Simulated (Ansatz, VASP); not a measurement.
# PbO2: VASP beside Ansatz

```
Pb O
1.0
     0.00000    2.70199    2.70199
     2.70199    0.00000    2.70199
     2.70199    2.70199    0.00000
Pb O
1 2
Direct
  0.00000 0.00000 0.00000
  0.25000 0.25000 0.25000
  0.75000 0.75000 0.75000
```

Alike in both runs: task single point; functional PBE; k mesh 6 × 6 × 6; no spin polarisation.

```csv
,VASP,Ansatz
version,VASP 6.6.1,Ansatz 0.2.0
potentials or method,"VASP PAW PBE potentials, release 64 (Pb_d, O)","scalar-relativistic, plane waves, PAW (harder set)"
plane-wave cutoff (eV),600,930
occupations,"fermi-dirac, width 0.0861733 eV",fermi-dirac
valence electrons in the cell,26,34
```

|  | VASP | Ansatz | Ansatz less VASP |
| --- | --- | --- | --- |
| gap on the k mesh at the Fermi level (eV) | none | none | - |
| pressure (GPa) | 0.3 | 0.3 | +0.01 |

A gap of «none» marks a metal or a gap that the smearing closes. VASP's potentials hold 26 valence electrons a cell and Ansatz's 34, so a difference there can come from the potentials and not from the codes.

Spin-orbit coupling is off throughout.
